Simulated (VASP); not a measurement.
# Si5P2 in VASP: notebook

The runs below take Si5P2 through single point, relaxation of cell and atoms, with PBE.

Everything below comes from runs of VASP 6.6.1. Logs are shortened: lines on timing, memory, paths and dates and some standing lists are left out, and cuts for length are marked.

## Step 1: The cell of the first run

It takes space group P-3m1 (No. 164, trigonal). The conventional cell has a = 3.779 Å, b = 3.779 Å, c = 10.834 Å, α = 90.00°, β = 90.00°, γ = 120.00°. Within 3.0 Å of Si (site symmetry 3m) lie 1 P at 2.25 Å and 3 Si at 2.33 Å. Si (site symmetry 3m) has 4 Si at 2.33 to 2.35 Å within 3.1 Å. Within 3.3 Å of Si (site symmetry -3m) lie 6 P at 2.47 Å. Within 3.0 Å of P (site symmetry 3m) lie 4 Si at 2.25 to 2.47 Å.

## Step 2: Single point, PBE

Contents of INCAR:

```
PREC = Accurate ; ENCUT = 520
EDIFF = 1E-6 ; ISMEAR = 0
SIGMA = 0.2 ; LREAL = F
LASPH = T ; NELM = 80
ALGO = Normal ; ISIF = 2
LWAVE = F ; LCHARG = F
GGA = PE ; NBANDS = 24
```

Contents of KPOINTS:

```
regular mesh
0
Gamma
  5 5 2
```

Contents of POSCAR:

```
Si5P2
1.0
    3.7793320328      0.0000000000      0.0000000000
   -1.8896660164      3.2729975498      0.0000000000
    0.0000000000      0.0000000000     10.8335498395
Si P
5 2
Direct
    0.3333333333      0.6666666667      0.3148611709
    0.6666666667      0.3333333333      0.6851388291
    0.0000000000      0.0000000000      0.3913774746
    0.0000000000      0.0000000000      0.6086225254
    0.0000000000      0.0000000000      0.0000000000
    0.3333333333      0.6666666667      0.1068368072
    0.6666666667      0.3333333333      0.8931631928
```

Potentials or basis: VASP PAW PBE potentials, release 64 (Si, P).

Run with:

```bash
cat potpaw_PBE.64/Si/POTCAR potpaw_PBE.64/P/POTCAR > POTCAR
mpirun -np 1 vasp_std > vasp.out
```

OUTCAR:

```text
PREC = Accurate
   ENCUT = 520
   EDIFF = 1E-6
   ISMEAR = 0
   LREAL = F
   LASPH = T
   NELM = 80
   ISIF = 2
   GGA = PE

 ion  position               nearest neighbor table
   1  0.333  0.667  0.315-   6 2.25   3 2.33   3 2.33   3 2.33
   2  0.667  0.333  0.685-   7 2.25   4 2.33   4 2.33   4 2.33
   3  0.000  0.000  0.391-   1 2.33   1 2.33   1 2.33   4 2.35
   4  0.000  0.000  0.609-   2 2.33   2 2.33   2 2.33   3 2.35
   5  0.000  0.000  0.000-   6 2.47   7 2.47   7 2.47   6 2.47   7 2.47   6 2.47
   6  0.333  0.667  0.107-   1 2.25   5 2.47   5 2.47   5 2.47
   7  0.667  0.333  0.893-   2 2.25   5 2.47   5 2.47   5 2.47

  LATTYP: Found a hexagonal cell.
 ALAT       =     3.7793320328
 C/A-ratio  =     2.8665250223

  Lattice vectors:

 A1 = (   3.7793320328,   0.0000000000,   0.0000000000)
 A2 = (  -1.8896660164,   3.2729975498,   0.0000000000)
 A3 = (   0.0000000000,   0.0000000000,  10.8335498395)

Analysis of symmetry for initial positions (statically):
=====================================================================
 Subroutine PRICEL returns:
 Original cell was already a primitive cell.

 Routine SETGRP: Setting up the symmetry group for a
 hexagonal supercell.

 Subroutine GETGRP returns: Found 12 space group operations
 (whereof 12 operations were pure point group operations)
 out of a pool of 24 trial point group operations.

The static configuration has the point symmetry D_3d.

Analysis of symmetry for dynamics (positions and initial velocities):
=====================================================================
 Subroutine PRICEL returns:
 Original cell was already a primitive cell.

 Routine SETGRP: Setting up the symmetry group for a
 hexagonal supercell.

 Subroutine GETGRP returns: Found 12 space group operations
 (whereof 12 operations were pure point group operations)
 out of a pool of 24 trial point group operations.

The dynamic configuration has the point symmetry D_3d.

 Subroutine INISYM returns: Found 12 space group operations
 (whereof 12 operations are pure point group operations),
 and found     1 'primitive' translations

----------------------------------------------------------------------------------------

                                     Primitive cell

  volume of cell :     134.0082

  direct lattice vectors                    reciprocal lattice vectors
     3.779332033  0.000000000  0.000000000     0.264597022  0.152765162  0.000000000
    -1.889666016  3.272997550  0.000000000     0.000000000  0.305530323  0.000000000
     0.000000000  0.000000000 10.833549839     0.000000000  0.000000000  0.092305848

  length of vectors
     3.779332033  3.779332033 10.833549839     0.305530323  0.305530323  0.092305848

  position of ions in fractional coordinates (direct lattice)
     0.333333333  0.666666667  0.314861171
     0.666666667  0.333333333  0.685138829
     0.000000000  0.000000000  0.391377475
     0.000000000  0.000000000  0.608622525
     0.000000000  0.000000000  0.000000000
     0.333333333  0.666666667  0.106836807
     0.666666667  0.333333333  0.893163193

  ion indices of the primitive-cell ions
   primitive index   ion index
                 1           1
                 2           2
                 3           3
                 4           4
                 5           5
                 6           6
                 7           7

----------------------------------------------------------------------------------------

 KPOINTS: regular mesh

Automatic generation of k-mesh.
 Grid dimensions read from file:
 generate k-points for:    5    5    2

 Generating k-lattice:

  Cartesian coordinates                     Fractional coordinates (reciprocal lattice)
     0.052919404  0.030553032  0.000000000     0.200000000  0.000000000  0.000000000
     0.000000000  0.061106065  0.000000000     0.000000000  0.200000000  0.000000000
     0.000000000  0.000000000  0.046152924     0.000000000  0.000000000  0.500000000

  Length of vectors
     0.061106065  0.061106065  0.046152924

[... 45 lines left out ...]

 Free energy of the ion-electron system (eV)
  ---------------------------------------------------
  ext. energy  EPLUGINS =         0.00000000
  ---------------------------------------------------
  free energy    TOTEN  =       -37.68406390 eV

  energy without entropy =      -37.64361312  energy(sigma->0) =      -37.66383851

 E-fermi :   6.3499     XC(G=0):  -9.6634

 val. band max:        6.2537390901   @ k =   0.4000   0.0000   0.0000
 cond. band min:       6.3786762314   @ k =   0.2000   0.0000   0.0000
 fundamental gap:      0.1249371413
 Fermi energy:         6.3499243193

 k-point     1 :       0.0000    0.0000    0.0000
  band No.  band energies     occupation
      1      -7.3019      2.00000
      2      -5.4516      2.00000
      3      -5.4113      2.00000
      4      -3.0563      2.00000
      5      -0.9867      2.00000
      6       3.0771      2.00000
[... 16 lines left out ...]
     23       9.6510      0.00000
     24      10.5819      0.00000

 k-point     2 :       0.2000    0.0000    0.0000
  band No.  band energies     occupation
      1      -6.8427      2.00000
      2      -5.0507      2.00000
      3      -4.9703      2.00000
      4      -2.7375      2.00000
      5      -0.8761      2.00000
      6       1.6276      2.00000
[... 16 lines left out ...]
     23      10.5560      0.00000
     24      11.0487      0.00000

 k-point     3 :       0.4000    0.0000    0.0000
  band No.  band energies     occupation
      1      -5.5922      2.00000
      2      -4.4871      2.00000
      3      -3.6361      2.00000
      4      -2.2677      2.00000
      5      -1.6485      2.00000
      6      -0.3686      2.00000
[... 16 lines left out ...]
     23      11.0626      0.00000
     24      12.6370      0.00000
[... 136 lines left out ...]
 k-point     9 :       0.2000    0.2000    0.5000
  band No.  band energies     occupation
      1      -5.9566      2.00000
      2      -4.7728      2.00000
      3      -3.3042      2.00000
      4      -3.0579      2.00000
      5      -0.8061      2.00000
      6       0.0997      2.00000
[... 16 lines left out ...]
     23      10.7065      0.00000
     24      10.9643      0.00000

 k-point    10 :       0.4000    0.2000    0.5000
  band No.  band energies     occupation
      1      -4.7948      2.00000
      2      -4.4916      2.00000
      3      -2.8577      2.00000
      4      -2.2627      2.00000
      5      -1.4219      2.00000
      6      -1.2448      2.00000
[... 16 lines left out ...]
     23      11.3039      0.00000
     24      11.8378      0.00000

------------------------ aborting loop because EDIFF is reached ----------------------------------------

  FORCE on cell =-STRESS in cart. coord.  units (eV):
  Direction    XX          YY          ZZ          XY          YZ          ZX
  --------------------------------------------------------------------------------------
  -------------------------------------------------------------------------------------
  Total       -0.1421552     -0.1421552      0.0282402     -0.0000000      0.0000000      0.0000000
  in kB       -1.6995804     -1.6995804      0.3376340     -0.0000000      0.0000000      0.0000000
  external PRESSURE =      -1.0205089 kB  Pullay stress =       0.0000000 kB

 VOLUME and BASIS-vectors are now :
 -----------------------------------------------------------------------------
  energy-cutoff  :      520.00
  volume of cell :      134.01
      direct lattice vectors                 reciprocal lattice vectors
     3.779332033  0.000000000  0.000000000     0.264597022  0.152765162  0.000000000
    -1.889666016  3.272997550  0.000000000     0.000000000  0.305530323  0.000000000
     0.000000000  0.000000000 10.833549839     0.000000000  0.000000000  0.092305848

 POSITION                                       TOTAL-FORCE (eV/Angst)
 -----------------------------------------------------------------------------------
     -0.00000      2.18200      3.41106         0.000000     -0.000000      0.036925
      1.88967      1.09100      7.42249        -0.000000      0.000000     -0.036925
      0.00000      0.00000      4.24001         0.000000     -0.000000     -0.041186
      0.00000      0.00000      6.59354         0.000000      0.000000      0.041186
      0.00000      0.00000      0.00000         0.000000      0.000000     -0.000000
     -0.00000      2.18200      1.15742         0.000000      0.000000     -0.031886
      1.88967      1.09100      9.67613        -0.000000     -0.000000      0.031886
 -----------------------------------------------------------------------------------
    total drift:                               -0.000000     -0.000000     -0.000000

  FREE ENERGIE OF THE ION-ELECTRON SYSTEM (eV)
  ---------------------------------------------------
  free  energy   TOTEN  =       -37.6840639020 eV

  energy  without entropy=      -37.6436131154  energy(sigma->0) =      -37.66383851
```

Run time: 20 s. Hardware: 1 thread of AMD EPYC 9R45 (Zen 5), shared host; peak memory 0.2 GiB.

Results:

| Property | Result |
| --- | --- |
| Free energy | -37.6841 eV |
| Pressure | -0.1 GPa |
| Largest force | 0.041 eV/Å |
| Band gap on the k mesh | zero (band 15 reaches 6.38 eV, above the bottom of band 16 at 6.21 eV) |

Forces in eV/Å, atoms in the order of the input:
```
Si   0.000  0.000  0.037
Si   0.000  0.000 -0.037
Si   0.000  0.000 -0.041
Si   0.000  0.000  0.041
Si   0.000  0.000  0.000
P    0.000  0.000 -0.032
P    0.000  0.000  0.032
```

Caveat: the k points lie up to 0.38 Å⁻¹ apart.

## Step 3: Single point, PBE

Contents of INCAR:

```
PREC = Accurate
ENCUT = 520
EDIFF = 1E-7
ISMEAR = 0
SIGMA = 0.2
LREAL = False
LASPH = True
NELM = 100
ALGO = Normal
ISIF = 2
LWAVE = False
LCHARG = True
GGA = PE
LELF = True
LVHAR = True
NBANDS = 24
```

Contents of KPOINTS:

```
Automatic mesh
0
Gamma
  6 6 2
```

Contents of POSCAR:

```
Si5P2
1.0
    3.7793999405      0.0000000000      0.0000000000
   -1.8896999703      3.2730563595      0.0000000000
    0.0000000000      0.0000000000     10.8475993233
Si P
5 2
Direct
    0.3333333333      0.6666666667      0.3155098538
    0.6666666667      0.3333333333      0.6844901462
    0.0000000000      0.0000000000      0.3912759907
    0.0000000000      0.0000000000      0.6087240093
    0.0000000000      0.0000000000      0.0000000000
    0.3333333333      0.6666666667      0.1059733513
    0.6666666667      0.3333333333      0.8940266487
```

Potentials or basis: VASP PAW PBE potentials, release 64 (Si, P).

Run with:

```bash
cat potpaw_PBE.64/Si/POTCAR potpaw_PBE.64/P/POTCAR > POTCAR
mpirun -np 1 vasp_std > vasp.out
```

Wall time 32 s (1 thread of AMD EPYC 9R45 (Zen 5), shared host); peak memory 0.21 GiB.

It converged, with:

```
Free energy            : -37.7371 eV
Pressure               : -0.2 GPa
Largest force          : 0.097 eV/Å
Band gap on the k mesh : zero (band 15 reaches 6.32 eV, above the bottom of band 16 at 6.02 eV)
```

Forces in eV/Å, atoms in the order of the input:
```
Si   0.000  0.000 -0.067
Si   0.000  0.000  0.067
Si   0.000  0.000  0.011
Si   0.000  0.000 -0.011
Si   0.000  0.000  0.000
P    0.000  0.000  0.097
P    0.000  0.000 -0.097
```

Stress tensor (GPa, compression positive):
```
-0.06  0.00  0.00
 0.00 -0.06  0.00
 0.00  0.00 -0.40
```

Levels at points of the mesh, in eV from the Fermi level:
```
           k point  band 11  band 12  band 13  band 14  band 15  band 16  band 17  band 18  band 19  band 20
(0.00, 0.00, 0.00)    -1.55    -0.91    -0.91    -0.25    -0.25     0.81     1.39     2.00     2.30     2.30
(0.50, 0.00, 0.00)    -3.57    -2.63    -2.23    -2.01    -0.18     0.17     1.08     1.33     1.48     2.48
(0.00, 0.00, 0.50)    -1.13    -0.77    -0.77    -0.39    -0.39     0.36     1.33     2.24     2.25     2.74
(0.50, 0.00, 0.50)    -2.99    -2.85    -2.78    -1.88    -0.46    -0.37     0.82     0.92     2.11     3.41
```

## Step 4: Single point, PBE

Contents of INCAR:

```
  PREC = Accurate
  ENCUT = 520
  EDIFF = 1E-6
  ISMEAR = 0
  SIGMA = 0.2
  LREAL = False
  LASPH = True
  NELM = 100
  ALGO = Normal
  ISIF = 2
  LWAVE = False
  LCHARG = False
  GGA = PE
  NBANDS = 24
```

Contents of KPOINTS:

```
regular mesh
0
Gamma
  6 6 2
```

Contents of POSCAR:

```
Si5P2
1.0
    3.7791465600      0.0009736152     -0.0002178421
   -1.8887100852      3.2715221456      0.0002469848
   -0.0006276848      0.0004899370     10.8438188781
Si P
5 2
Direct
    0.3333476685      0.6666953495      0.3153941802
    0.6666923720      0.3332605717      0.6845887841
   -0.0001216810     -0.0000382771      0.3912989330
    0.0001516269     -0.0000089138      0.6087071093
   -0.0000355529      0.0000373819      0.0000145687
    0.3336651798      0.6668065873      0.1063884694
    0.6663003868      0.3332473003      0.8936079552
```

Run with:

```bash
cat potpaw_PBE.64/Si/POTCAR potpaw_PBE.64/P/POTCAR > POTCAR
mpirun -np 1 vasp_std > vasp.out
```

Run time: 70 s. Hardware: 1 thread of AMD EPYC 9R45 (Zen 5), shared host; peak memory 0.26 GiB.

The run converged. Its results:

```
Free energy            : -37.7378 eV
Pressure               : -0.1 GPa
Largest force          : 0.017 eV/Å
Band gap on the k mesh : zero (band 15 reaches 6.34 eV, above the bottom of band 16 at 6.01 eV)
```

Forces in eV/Å, atoms in the order of the input:
```
Si  -0.001  0.000 -0.014
Si   0.000  0.000  0.017
Si   0.001  0.000  0.005
Si   0.000  0.000 -0.007
Si   0.000  0.000 -0.002
P   -0.002 -0.001  0.012
P    0.001  0.001 -0.011
```

Stress tensor (GPa, compression positive):
```
-0.09 -0.02  0.00
-0.02 -0.07 -0.01
 0.00 -0.01 -0.17
```

Levels at points of the mesh, in eV from the Fermi level:
| k point | band 12 | band 13 | band 14 | band 15 | band 16 | band 17 | band 18 | band 19 |
| --- | --- | --- | --- | --- | --- | --- | --- | --- |
| (0.00, 0.00, 0.00) | -0.91 | -0.90 | -0.25 | -0.24 | 0.82 | 1.40 | 2.01 | 2.29 |
| (0.50, 0.00, 0.00) | -2.62 | -2.24 | -2.01 | -0.18 | 0.16 | 1.08 | 1.34 | 1.48 |
| (0.00, 0.50, 0.00) | -2.63 | -2.24 | -2.02 | -0.19 | 0.16 | 1.08 | 1.34 | 1.48 |
| (0.50, 0.50, 0.00) | -2.63 | -2.24 | -2.02 | -0.19 | 0.16 | 1.08 | 1.34 | 1.48 |
| (0.00, 0.00, 0.50) | -0.76 | -0.76 | -0.39 | -0.39 | 0.36 | 1.34 | 2.26 | 2.26 |
| (0.50, 0.00, 0.50) | -2.85 | -2.78 | -1.87 | -0.46 | -0.38 | 0.82 | 0.93 | 2.11 |
| (0.00, 0.50, 0.50) | -2.86 | -2.78 | -1.88 | -0.47 | -0.38 | 0.81 | 0.92 | 2.11 |
| (0.50, 0.50, 0.50) | -2.86 | -2.78 | -1.88 | -0.47 | -0.38 | 0.81 | 0.92 | 2.11 |

## Step 5: Relaxation of cell and atoms, PBE

This run uses another cell than the first one, of 18.36 Å³/atom, 0.959 times its volume.

Contents of INCAR:

```
PREC = Accurate
ENCUT = 600
EDIFF = 1E-6
ISMEAR = 0
SIGMA = 0.2
LREAL = F
LASPH = T
NELM = 80
ALGO = Normal
ISIF = 3
LWAVE = F
LCHARG = F
GGA = PE
IBRION = 2
NSW = 36
EDIFFG = -0.08
```

Contents of KPOINTS:

```
Automatic mesh
0
Gamma
  5 5 2
```

Contents of POSCAR:

```
Si5P2
1.0
    3.6000000000      0.0000000000      0.0000000000
   -1.8000000000      3.1176914500      0.0000000000
    0.0000000000      0.0000000000     11.4500000000
Si P
5 2
Direct
    0.3333333300      0.6666666700      0.3050000000
    0.6666666700      0.3333333300      0.6950000000
    0.0000000000      0.0000000000      0.4000000000
    0.0000000000      0.0000000000      0.6000000000
    0.0000000000      0.0000000000      0.0000000000
    0.3333333300      0.6666666700      0.1080000000
    0.6666666700      0.3333333300      0.8920000000
```

Run with:

```bash
cat potpaw_PBE.64/Si/POTCAR potpaw_PBE.64/P/POTCAR > POTCAR
mpirun -np 1 vasp_std > vasp.out
```

Run time: 84 s. Hardware: 1 thread of AMD EPYC 9R45 (Zen 5), shared host; peak memory 0.25 GiB.

Results (log left out):

```yaml
Free_energy: -37.6823 eV
Relaxed_volume: 19.08 Å³/atom
Relaxed_cell: a = 3.774 Å, b = 3.774 Å, c = 10.823 Å, α = 90.00°, β = 90.00°, γ = 120.00°
Space_group_after_relaxing_to_0.05_Å: P-3m1 (No. 164)
Energy_gained_by_relaxing: 86.0 meV/atom
Ionic_steps: 6
Pressure_after_relaxing: 0.2 GPa
Largest_force_after_relaxing: 0.071 eV/Å
Band_gap_on_the_k_mesh: zero (band 15 reaches 6.40 eV, above the bottom of band 16 at 6.24 eV)
```

Forces on the atoms (eV/Å):
```
Si   0.000  0.000  0.069
Si   0.000  0.000 -0.069
Si   0.000  0.000  0.067
Si   0.000  0.000 -0.067
Si   0.000  0.000  0.000
P    0.000  0.000  0.071
P    0.000  0.000 -0.071
```

The path:
```csv
step,energy change (eV),largest force (eV/Å),pressure (GPa),volume (Å³)
1,0.0000,1.3876,1.68,128.51
2,-0.4784,0.9636,0.80,131.91
3,-0.5227,1.1089,0.50,133.17
4,-0.5669,0.5788,-1.05,135.66
5,-0.5946,0.2535,-0.54,134.67
6,-0.6023,0.0711,0.24,133.53
```

Final structure:
```
Si P
1.0
     3.77439    0.00000    0.00000
    -1.88719    3.26871    0.00000
     0.00000    0.00000   10.82349
Si P
5 2
Cartesian
  0.0000 2.1791 3.3975
  1.8872 1.0896 7.4260
  3.7744 0.0000 4.2283
  0.0000 0.0000 6.5952
  0.0000 0.0000 0.0000
  0.0000 2.1791 1.1456
  1.8872 1.0896 9.6779
```

Levels at points of the mesh, in eV from the Fermi level:
| k point | band 12 | band 13 | band 14 | band 15 | band 16 | band 17 | band 18 | band 19 |
| --- | --- | --- | --- | --- | --- | --- | --- | --- |
| (0.00, 0.00, 0.00) | -0.83 | -0.83 | -0.18 | -0.18 | 0.88 | 1.43 | 2.10 | 2.34 |
| (0.00, 0.00, 0.50) | -0.70 | -0.70 | -0.32 | -0.32 | 0.43 | 1.39 | 2.31 | 2.33 |

Caveat: the k points lie up to 0.38 Å⁻¹ apart in the final cell; the relaxation stopped at a loose force limit of 0.08 eV/Å, so its end isn't a converged minimum.

## Step 6: The runs side by side

| task | cell | k mesh | cutoff (eV) | gap on the mesh (eV) | pressure (GPa) | largest force (eV/Å) |
| --- | --- | --- | --- | --- | --- | --- |
| single point | a = 3.779, b = 3.779, c = 10.834 Å, angles 90.0, 90.0, 120.0°, 7 atoms | 5 × 5 × 2 | 520 | none | -0.1 | 0.04 |
| single point | a = 3.779, b = 3.779, c = 10.848 Å, angles 90.0, 90.0, 120.0°, 7 atoms | 6 × 6 × 2 | 520 | none | -0.2 | 0.10 |
| single point | a = 3.779, b = 3.778, c = 10.844 Å, angles 90.0, 90.0, 120.0°, 7 atoms | 6 × 6 × 2 | 520 | none | -0.1 | 0.02 |
| relaxation of cell and atoms | relaxed from a = 3.600, b = 3.600, c = 11.450 Å, angles 90.0, 90.0, 120.0°, 7 atoms | 5 × 5 × 2 | 600 | none | 0.2 | 0.07 |

Alike in all rows: level PBE; potentials or basis VASP PAW PBE potentials, release 64 (Si, P); no spin polarisation; smearing gaussian 0.2 eV.

Caveats: some runs use coarse meshes; the relaxation stopped at a loose force limit of 0.08 eV/Å, so its end isn't a converged minimum (some runs).

Total energies depend on the potentials used, so only differences within one code and one set of settings carry meaning.
